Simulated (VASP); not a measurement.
Set up this calculation in VASP 6.6.1, as the native input.

| Item | Value |
| --- | --- |
| Task | single point |
| Functional | r2SCANh |
| Potentials or basis | VASP PAW PBE potentials, release 64 (S, Mg) |
| Cutoff | 520 eV |
| k mesh | 4 × 4 × 4 |
| Occupations | gaussian, width 0.01 eV |
| Spin | collinear spin, zero start |
| Starting moments | [0.0, 0.0] μB |
| Dipole correction | no |
| Grid for exact exchange (PRECFOCK) | Normal |
| Further INCAR settings | ALGO = Normal; EDIFF = 1e-07; NBANDS = 15 |

MgS:

```
CELL_PARAMETERS angstrom
0.00000 2.83312 2.83312
2.83312 0.00000 2.83312
2.83312 2.83312 0.00000
ATOMIC_POSITIONS crystal
S 0.25000 0.25000 0.25000
Mg 0.00000 0.00000 0.00000
```

These files were run (other wordings do the same):

POSCAR

```
MgS
1.0
    0.0000000000      2.8331200468      2.8331200468
    2.8331200468      0.0000000000      2.8331200468
    2.8331200468      2.8331200468      0.0000000000
S Mg
1 1
Direct
    0.2500000000      0.2500000000      0.2500000000
    0.0000000000      0.0000000000      0.0000000000
```

INCAR.step1

```
SYSTEM = MgS
PREC = Accurate
ENCUT = 520
EDIFF = 1E-5
ISMEAR = 0
SIGMA = 0.01
LREAL = .FALSE.
LASPH = .TRUE.
NELM = 150
ALGO = Normal
ISIF = 2
LWAVE = .TRUE.
LCHARG = .FALSE.
ISPIN = 2
MAGMOM = 0 0
LORBIT = 11
NBANDS = 15
GGA = PE
```

INCAR.step2

```
SYSTEM = MgS
PREC = Accurate
ENCUT = 520
EDIFF = 1E-7
ISMEAR = 0
SIGMA = 0.01
LREAL = .FALSE.
LASPH = .TRUE.
NELM = 150
ALGO = Normal
ISIF = 2
LWAVE = .FALSE.
LCHARG = .FALSE.
ISPIN = 2
MAGMOM = 0 0
LORBIT = 11
METAGGA = R2SCAN
LHFCALC = .TRUE.
AEXX = 0.1
LMIXTAU = .TRUE.
PRECFOCK = Normal
NBANDS = 15
ISTART = 1
```

KPOINTS

```
regular mesh
0
G
  4 4 4
  0 0 0
```

Potentials or basis: VASP PAW PBE potentials, release 64 (S, Mg).

Launch:

```bash
$ cat potpaw_PBE.64/S/POTCAR potpaw_PBE.64/Mg/POTCAR > POTCAR
$ cp INCAR.step1 INCAR
$ mpirun -np 1 vasp_std > vasp.out
$ cp INCAR.step2 INCAR
$ mpirun -np 1 vasp_std > vasp.out
```

It gave:

```
Pressure                                              : -0.6 GPa
Band gap on the k mesh                                : 4.71 eV, direct
Net moment                                            : 0.00 μB per cell
Valence electrons inside the program's atomic spheres : S 3.83; Mg 0.33
```

Caveat: the k points lie up to 0.48 Å⁻¹ apart; the PAW data sets were made with another functional, which shifts forces and pressure a little.

It took 9.4 min on 1 thread of Intel(R) Xeon(R) Platinum 8375C CPU @ 2.90GHz (Ice Lake) (shared host), peak memory 0.2 GiB.
